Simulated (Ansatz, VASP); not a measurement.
## Two plane-wave programs on LiF

INCAR

```
ALGO = Normal
EDIFF = 1E-7
ENCUT = 520
GGA = PE
ISIF = 2
ISMEAR = 0
LASPH = T
LCHARG = F
LREAL = F
LWAVE = F
NBANDS = 12
NELM = 100
PREC = Accurate
SIGMA = 0.05
```

File KPOINTS:

```
k-points
0
Gamma
  10 10 10
```

Contents of POSCAR:

```
LiF
1.0
    2.7642956400      0.0000000000      0.0000000000
    0.0000000000      2.7642956400      0.0000000000
    0.0000000000      0.0000000000      2.3547703600
Li F
1 1
Direct
    0.0000000000      0.0000000000      0.0000000000
    0.5000000000      0.5000000000      0.5000000000
```

Input for Ansatz:

```yaml
crystal:
  lattice:
    - [2.76429564, 0.0, 0.0]
    - [0.0, 2.76429564, 0.0]
    - [0.0, 0.0, 2.35477036]
  atoms:
    - { symbol: Li, position: [0.0, 0.0, 0.0] }
    - { symbol: F, position: [0.5, 0.5, 0.5] }
basis:
  ecutwfc: 420
kpoints:
  mp_grid: { grid: [10, 10, 10] }
hamiltonian:
  xc: pbe
scf:
  occupations: { method: gaussian, width: 0.05 }
output:
  forces: true
  stress: true
  eigenvalues: true
```

Change from the starting cell: strain +0.080 along x and y, -0.080 along z, atoms carried along.

Alike in both runs: task single point; functional PBE; k mesh 10 × 10 × 10; occupations gaussian, width 0.05 eV; no spin polarisation.

|  | VASP | Ansatz |
| --- | --- | --- |
| version | VASP 6.6.1 | Ansatz 0.2.0 |
| potentials or method | VASP PAW PBE potentials, release 64 (Li_sv, F), cutoff 520 eV | scalar-relativistic, plane waves, PAW |
| valence electrons in the cell | 10 | 10 |

|  | VASP | Ansatz | Ansatz less VASP |
| --- | --- | --- | --- |
| gap on the k mesh at the Fermi level (eV) | 5.81 | 5.80 | -0.004 |
| least direct gap on the mesh (eV) | 6.10 | 6.10 | -0.006 |

With one functional, cell and mesh, what is left measures potentials, basis and numerics.

Noted on VASP's run: the cutoff is short for stress, so the pressure is rough.
